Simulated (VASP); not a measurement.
A run of VASP 6.6.1:

The input INCAR:

```
ALGO = Normal ; EDIFF = 1E-6
ENCUT = 520 ; GGA = PE
ISIF = 2 ; ISMEAR = -1
LASPH = T ; LCHARG = F
LREAL = F ; LWAVE = F
NBANDS = 10 ; NELM = 100
PREC = Accurate ; SIGMA = 0.1
```

KPOINTS

```
k-points
0
Gamma
  14 14 8
```

File POSCAR:

```
Li
1.0
    3.0585006503      0.0000000000      0.0000000000
   -1.5292503251      2.6487392606      0.0000000000
    0.0000000000      0.0000000000      4.9997366955
Li
2
Direct
    0.3333333333      0.6666666667      0.2500000000
    0.6666666667      0.3333333333      0.7500000000
```

Potentials or basis: VASP PAW PBE potentials, release 64 (Li_sv).

Command:

```console
$ cat potpaw_PBE.64/Li_sv/POTCAR > POTCAR
$ mpirun -np 1 vasp_std > vasp.out
```

Hardware: 1 thread of Intel(R) Xeon(R) 6975P-C (Granite Rapids) (shared host).

Task: Estimate the wall time of this run.

Result: Run time: 11 s on 1 thread of Intel(R) Xeon(R) 6975P-C (Granite Rapids), on a shared host, peak memory 0.17 GiB. Counts: scf iterations 11, k points 120.
